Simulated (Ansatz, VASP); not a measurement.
## Cl in VASP and in Ansatz

POSCAR

```
Cl
1.0
    3.1897320000     -2.2700608000      0.0000000000
    3.1897320000      2.2700608000      0.0000000000
    0.0000000000      0.0000000000      7.9120888000
Cl
4
Direct
    0.1234835316      0.8765164684      0.1008363445
    0.6234835316      0.3765164684      0.3991636555
    0.8765164684      0.1234835316      0.8991636555
    0.3765164684      0.6234835316      0.6008363445
```

INCAR.step1

```
PREC     = Accurate       # precision mode
ENCUT    = 550            # plane-wave cutoff, eV
ISMEAR   = 0              # smearing method
SIGMA    = 0.02           # smearing width, eV
LREAL    = False          # projectors in reciprocal space
LASPH    = True           # aspherical terms in the spheres
NELM     = 120            # most SCF steps
NBANDS   = 22             # bands
GGA      = PE             # functional
ALGO     = Normal         # electronic algorithm
EDIFF    = 1E-5           # SCF threshold, eV
LWAVE    = True           # write WAVECAR
LCHARG   = False          # write CHGCAR
GGA_COMPAT= False
```

File INCAR.step2:

```
PREC     = Accurate       # precision mode
ENCUT    = 550            # plane-wave cutoff, eV
EDIFF    = 1E-6           # SCF threshold, eV
ISMEAR   = 0              # smearing method
SIGMA    = 0.02           # smearing width, eV
LREAL    = False          # projectors in reciprocal space
LASPH    = True           # aspherical terms in the spheres
NELM     = 120            # most SCF steps
ALGO     = Normal         # electronic algorithm
ISIF     = 2              # what is computed and relaxed
LWAVE    = False          # write WAVECAR
LCHARG   = False          # write CHGCAR
METAGGA  = R2SCAN         # meta-GGA
LMIXTAU  = True         
NBANDS   = 22             # bands
ISTART   = 1            
GGA_COMPAT= False
```

KPOINTS

```
regular mesh
0
Gamma
  8 8 4
```

Input for Ansatz:

```yaml
crystal:
  lattice:
    - [3.189732, -2.2700608, 0.0]
    - [3.189732, 2.2700608, 0.0]
    - [0.0, 0.0, 7.9120888]
  atoms:
    - { symbol: Cl, position: [0.1234835316, 0.8765164684, 0.1008363445] }
    - { symbol: Cl, position: [0.6234835316, 0.3765164684, 0.3991636555] }
    - { symbol: Cl, position: [0.8765164684, 0.1234835316, 0.8991636555] }
    - { symbol: Cl, position: [0.3765164684, 0.6234835316, 0.6008363445] }
basis:
  ecutwfc: 500
kpoints:
  mp_grid: { grid: [8, 8, 4] }
hamiltonian:
  xc: r2scan
scf:
  occupations: { method: gaussian, width: 0.02 }
output:
  forces: true
  stress: true
  eigenvalues: true
  write_density: true
  write_potential: true
  elf: true
  volumetric_format: npy
```

Alike in both runs: task single point; functional r2SCAN; k mesh 8 × 8 × 4; occupations gaussian, width 0.02 eV; no spin polarisation.

```csv
,VASP,Ansatz
version,VASP 6.6.1,Ansatz 0.2.0
potentials or method,"VASP PAW PBE potentials, release 64 (Cl), cutoff 550 eV","scalar-relativistic, plane waves, PAW"
valence electrons in the cell,28,28
```

|  | VASP | Ansatz | Ansatz less VASP |
| --- | --- | --- | --- |
| gap on the k mesh at the Fermi level (eV) | 3.29 | 3.26 | -0.034 |
| least direct gap on the mesh (eV) | 3.37 | 3.33 | -0.035 |
| pressure (GPa) | 1.5 | 2.0 | +0.49 |
| traceless stress, the component that is largest in VASP (GPa) | 1.75 | 2.18 | +0.435 |
| rms of the force components (eV/Å) | 0.514 | 0.653 | +0.1383 |

VASP's potentials were made for PBE, not for r2SCAN. Atom by atom the forces differ by 0.138 eV/Å (rms over components).
